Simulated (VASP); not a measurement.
# Rh (P6_3/mmc) in VASP: further runs, part 2 of 3

VASP 6.6.1. Earlier steps stand in the parts before.

## 3. Single point, PBEsol

This run uses another cell than the first one, of 12.81 Å³/atom.

The input, INCAR:

```
PREC = Accurate
ENCUT = 520
EDIFF = 1E-7
ISMEAR = 0
SIGMA = 0.15
LREAL = F
LASPH = T
NELM = 100
ALGO = Fast
ISIF = 2
LWAVE = F
LCHARG = F
GGA = PS
NBANDS = 38
```

The input, KPOINTS:

```
regular mesh
0
Gamma
  18 18 6
```

The input, POSCAR:

```
Rh
1.0
    2.6755648908      0.0000000000      0.0000000000
   -1.3377824454      2.3171071649      0.0000000000
    0.0000000000      0.0000000000      8.2620000000
Rh
4
Direct
    0.0000000000      0.0000000000      0.0000000000
    0.3333333333      0.6666666667      0.2500000000
    0.0000000000      0.0000000000      0.5000000000
    0.6666666667      0.3333333333      0.7500000000
```

Potentials or basis: VASP PAW PBE potentials, release 64 (Rh_pv).

The run is started by

```sh
$ cat potpaw_PBE.64/Rh_pv/POTCAR > POTCAR
$ mpirun -np 1 vasp_std > vasp.out
```

Wall time 4.9 min (1 thread of Intel Xeon 8259CL, shared host); peak memory 0.31 GiB.

It converged, with:

```
Free energy            : -32.1990 eV
Pressure               : 19.9 GPa
Band gap on the k mesh : zero (bands 30 and 31 overlap by 2.08 eV)
```

Stress tensor (GPa, compression positive):
```
11.78  0.00  0.00
 0.00 11.78  0.00
 0.00  0.00 36.09
```

Levels at points of the mesh, in eV from the Fermi level:
| k point | band 27 | band 28 | band 29 | band 30 | band 31 | band 32 | band 33 | band 34 |
| --- | --- | --- | --- | --- | --- | --- | --- | --- |
| (0.00, 0.00, 0.00) | -2.96 | -1.84 | -1.84 | -1.23 | -1.23 | -0.36 | -0.36 | 0.59 |
| (0.50, 0.00, 0.00) | 0.46 | 0.48 | 0.74 | 0.75 | 0.97 | 0.98 | 1.07 | 2.20 |
| (0.00, 0.00, 0.50) | -1.38 | -1.38 | -1.38 | -1.38 | -0.90 | -0.90 | 0.09 | 0.09 |
| (0.50, 0.00, 0.50) | -0.13 | -0.13 | 0.38 | 0.38 | 0.74 | 0.74 | 2.92 | 2.92 |

Caveat: the cell stands under pressure; the PAW data sets were made with another functional, which shifts forces and pressure a little.

## 4. Single point, PBEsol

This run uses another cell than the first one, of 12.90 Å³/atom.

The input, INCAR:

```
  PREC = Accurate
  ENCUT = 520
  EDIFF = 1E-6
  ISMEAR = 0
  SIGMA = 0.15
  LREAL = False
  LASPH = True
  NELM = 80
  ALGO = Fast
  ISIF = 2
  LWAVE = False
  LCHARG = True
  GGA = PS
  LELF = True
  LVHAR = True
  NBANDS = 38
```

KPOINTS is that of step 3.

The input, POSCAR:

```
Rh
1.0
    2.6488000000      0.0000000000      0.0000000000
   -1.3244000000      2.2939280895      0.0000000000
    0.0000000000      0.0000000000      8.4948000000
Rh
4
Direct
    0.0000000000      0.0000000000      0.0000000000
    0.3333333333      0.6666666667      0.2500000000
    0.0000000000      0.0000000000      0.5000000000
    0.6666666667      0.3333333333      0.7500000000
```

Potentials or basis: VASP PAW PBE potentials, release 64 (Rh_pv).

The run is started by

```sh
$ cat potpaw_PBE.64/Rh_pv/POTCAR > POTCAR
$ mpirun -np 1 vasp_std > vasp.out
```

OUTCAR:

```text
PREC = Accurate
   ENCUT = 520
   EDIFF = 1E-6
   ISMEAR = 0
   LREAL = False
   LASPH = True
   NELM = 80
   ISIF = 2
   GGA = PS

 ion  position               nearest neighbor table
   1  0.000  0.000  0.000-   2 2.62   4 2.62   2 2.62   4 2.62   4 2.62   2 2.62
   2  0.333  0.667  0.250-   1 2.62   3 2.62   1 2.62   3 2.62   1 2.62   3 2.62
   3  0.000  0.000  0.500-   2 2.62   4 2.62   2 2.62   4 2.62   4 2.62   2 2.62
   4  0.667  0.333  0.750-   1 2.62   3 2.62   1 2.62   3 2.62   1 2.62   3 2.62

  LATTYP: Found a hexagonal cell.
 ALAT       =     2.6488000000
 C/A-ratio  =     3.2070371489

  Lattice vectors:

 A1 = (   2.6488000000,   0.0000000000,   0.0000000000)
 A2 = (  -1.3244000000,   2.2939280895,   0.0000000000)
 A3 = (   0.0000000000,   0.0000000000,   8.4948000000)

Analysis of symmetry for initial positions (statically):
=====================================================================
 Subroutine PRICEL returns:
 Original cell was already a primitive cell.

 Routine SETGRP: Setting up the symmetry group for a
 hexagonal supercell.

 Subroutine GETGRP returns: Found 24 space group operations
 (whereof 12 operations were pure point group operations)
 out of a pool of 24 trial point group operations.

The static configuration has the point symmetry D_3d.
 The point group associated with its full space group is D_6h.

Analysis of symmetry for dynamics (positions and initial velocities):
=====================================================================
 Subroutine PRICEL returns:
 Original cell was already a primitive cell.

 Routine SETGRP: Setting up the symmetry group for a
 hexagonal supercell.

 Subroutine GETGRP returns: Found 24 space group operations
 (whereof 12 operations were pure point group operations)
 out of a pool of 24 trial point group operations.

The dynamic configuration has the point symmetry D_3d.
 The point group associated with its full space group is D_6h.

 Subroutine INISYM returns: Found 24 space group operations
 (whereof 12 operations are pure point group operations),
 and found     1 'primitive' translations

----------------------------------------------------------------------------------------

                                     Primitive cell

  volume of cell :      51.6157

  direct lattice vectors                    reciprocal lattice vectors
     2.648800000  0.000000000  0.000000000     0.377529447  0.217966728  0.000000000
    -1.324400000  2.293928090  0.000000000     0.000000000  0.435933456  0.000000000
     0.000000000  0.000000000  8.494800000     0.000000000  0.000000000  0.117719075

  length of vectors
     2.648800000  2.648800000  8.494800000     0.435933456  0.435933456  0.117719075

  position of ions in fractional coordinates (direct lattice)
     0.000000000  0.000000000  0.000000000
     0.333333333  0.666666667  0.250000000
     0.000000000  0.000000000  0.500000000
     0.666666667  0.333333333  0.750000000

  ion indices of the primitive-cell ions
   primitive index   ion index
                 1           1
[... 24 lines left out ...]

 Subroutine IBZKPT returns following result:
 ===========================================

 Found    148 irreducible k-points:

 Following reciprocal coordinates:
            Coordinates               Weight
  0.000000  0.000000  0.000000      1.000000
  0.055556  0.000000  0.000000      6.000000
  0.111111  0.000000  0.000000      6.000000
  0.166667  0.000000  0.000000      6.000000
  0.222222  0.000000  0.000000      6.000000
  0.277778  0.000000  0.000000      6.000000
[... 16 lines left out ...]
  0.333333  0.111111  0.000000     12.000000
  0.388889  0.111111  0.000000     12.000000
 [... further k-points ...]
   k-points           NKPTS =    148   k-points in BZ     NKDIM =    148   number of bands    NBANDS=     38
   number of dos      NEDOS =    301   number of ions     NIONS =      4
   total plane-waves  NPLWV =  25600
   dimension x,y,z NGX =    20 NGY =   20 NGZ =   64
   dimension x,y,z NGXF=    40 NGYF=   40 NGZF=  128
   ions per type =               4
   NGX,Y,Z   is equivalent  to a cutoff of  12.55, 12.55, 12.53 a.u.
   NGXF,Y,Z  is equivalent  to a cutoff of  25.11, 25.11, 25.05 a.u.
 SYSTEM =  unknown system
   PREC   = accura    normal or accurate (medium, high low for compatibility)
   ISTART =      0    job   : 0-new  1-cont  2-samecut
   ICHARG =      2    charge: 1-file 2-atom 10-const
   ISPIN  =      1    spin polarized calculation?
   LNONCOLLINEAR =      F non collinear calculations
   LSORBIT =      F    spin-orbit coupling
   LASPH  =      T    aspherical Exc in radial PAW
   ENCUT  =  520.0 eV  38.22 Ry    6.18 a.u.   4.93  4.93 15.79*2*pi/ulx,y,z
   NELM   =     80;   NELMIN=  2; NELMDL= -5     # of ELM steps
   EDIFF  = 0.1E-05   stopping-criterion for ELM
   LREAL  =      F    real-space projection
   EDIFFG = 0.1E-04   stopping-criterion for IOM
   NSW    =      0    number of steps for IOM
   IBRION =     -1    ionic relax: 0-MD 1-quasi-New 2-CG
   NFREE  =      0    steps in history (QN), initial steepest desc. (CG)
   ISIF   =      2    stress and relaxation
   ISYM   =      2    0-nonsym 1-usesym 2-fastsym
   POTIM  = 0.5000    time-step for ionic-motion
   TEBEG  =    0.0;   TEEND  =   0.0 temperature during run
   PSTRESS=    0.0 pullay stress
   NELECT =      60.0000    total number of electrons
   NUPDOWN=      -1.0000    fix difference up-down
   EMIN   =  10.00;   EMAX   =-10.00  energy-range for DOS
   EFERMI =   0.00;   METHOD = LEGACY
   ISMEAR =     0;   SIGMA  =   0.15  broadening in eV -4-tet -1-fermi 0-gaus
   EFERMI_NEDOS =   21; number of points for ismear=-14 and -15
   IALGO  =     68    algorithm
   IMIX   =      4    mixing-type and parameters
     AMIX     =   0.40;   BMIX     =  1.00
     AMIX_MAG =   1.60;   BMIX_MAG =  1.00
  volume/ion in A,a.u.               =      12.90        87.08
  Fermi-wavevector in a.u.,A,eV,Ry     =   1.721332  3.252845 40.313824  2.962982
  Thomas-Fermi vector in A             =   2.797604
   LORBIT       =      0    0 simple, 1 ext, 2 COOP (PROOUT), +10 PAW based schemes
   GGA     = PS    functional components
   LHFCALC =     F    Hartree Fock is set to
   AEXX    =    0.0000 exact exchange contribution
   IVDW    =     0    specifies the selected vdW correction
   LEPSILON=     F    determine dielectric tensor
   LRPA    =     F    only Hartree local field effects (RPA)
 non-spin polarized calculation
 RMM-DIIS sequential band-by-band and
 Gauss-broadening in eV      SIGMA  =   0.15
  energy-cutoff  :      520.00
  volume of cell :       51.62
 maximum number of plane-waves:      1424
 NGX is ok and might be reduce to    20
   NGX =  9   NGY =  9   NGZ = 31

 number of electron      59.9999995 magnetization

 Free energy of the ion-electron system (eV)
  ---------------------------------------------------
  ext. energy  EPLUGINS =         0.00000000
  ---------------------------------------------------
  free energy    TOTEN  =       -32.37151360 eV

  energy without entropy =      -32.31446553  energy(sigma->0) =      -32.34298957

 E-fermi :  12.9975     XC(G=0): -14.6297

 val. band max:       12.9949413578   @ k =   0.4444   0.0556   0.1667
 cond. band min:      12.9998032324   @ k =   0.2778   0.2778   0.5000
 fundamental gap:      0.0048618746
 Fermi energy:        12.9974750599

 k-point     1 :       0.0000    0.0000    0.0000
  band No.  band energies     occupation
      1     -34.4287      2.00000
      2     -33.9636      2.00000
      3     -33.9591      2.00000
      4     -33.6182      2.00000
      5     -33.6182      2.00000
      6     -33.5622      2.00000
[... 973 lines left out ...]
     37      22.9873      0.00000
     38      22.9989      0.00000

 [... further k-points ...]

------------------------ aborting loop because EDIFF is reached ----------------------------------------

  FORCE on cell =-STRESS in cart. coord.  units (eV):
  Direction    XX          YY          ZZ          XY          YZ          ZX
  --------------------------------------------------------------------------------------
  -------------------------------------------------------------------------------------
  Total        4.2929714      4.2929714      6.6968545     -0.0000000      0.0000000      0.0000000
  in kB      133.2559028    133.2559028    207.8735910     -0.0000000      0.0000000      0.0000000
  external PRESSURE =     158.1284655 kB  Pullay stress =       0.0000000 kB

 VOLUME and BASIS-vectors are now :
 -----------------------------------------------------------------------------
  energy-cutoff  :      520.00
  volume of cell :       51.62
      direct lattice vectors                 reciprocal lattice vectors
     2.648800000  0.000000000  0.000000000     0.377529447  0.217966728  0.000000000
    -1.324400000  2.293928090  0.000000000     0.000000000  0.435933456  0.000000000
     0.000000000  0.000000000  8.494800000     0.000000000  0.000000000  0.117719075

 POSITION                                       TOTAL-FORCE (eV/Angst)
 -----------------------------------------------------------------------------------
      0.00000      0.00000      0.00000        -0.000000     -0.000000     -0.000000
     -0.00000      1.52929      2.12370        -0.000000      0.000000      0.000000
      0.00000      0.00000      4.24740        -0.000000     -0.000000     -0.000000
      1.32440      0.76464      6.37110         0.000000      0.000000     -0.000000
 -----------------------------------------------------------------------------------
    total drift:                                0.000000     -0.000000      0.000000

  FREE ENERGIE OF THE ION-ELECTRON SYSTEM (eV)
  ---------------------------------------------------
  free  energy   TOTEN  =       -32.3715136031 eV

  energy  without entropy=      -32.3144655314  energy(sigma->0) =      -32.34298957
```

stdout:

```text
POSCAR found type information on POSCAR Rh
 POSCAR found :  1 types and       4 ions
 scaLAPACK will be used
 -----------------------------------------------------------------------------
|                                                                             |
|                                                                             |
|     You enforced a specific xc type in the INCAR file but a different       |
|     I HOPE YOU KNOW WHAT YOU ARE DOING!                                     |
|                                                                             |
 -----------------------------------------------------------------------------

 LDA part: xc-table for (Slater+PW92), standard interpolation
 POSCAR, INCAR and KPOINTS ok, starting setup
 FFT: planning ... GRIDC
 FFT: planning ... GRID_SOFT
 FFT: planning ... GRID
 WAVECAR not read
 entering main loop
```

Wall time 4.1 min (1 thread of Intel Xeon 8259CL, shared host); peak memory 0.31 GiB.

Results:

```yaml
Free_energy: -32.3715 eV
Pressure: 15.8 GPa
Band_gap_on_the_k_mesh: zero (bands 30 and 31 overlap by 2.18 eV)
```

Caveat: the cell stands under pressure; the PAW data sets were made with another functional, which shifts forces and pressure a little.

(Continued in part 3 of 3.)
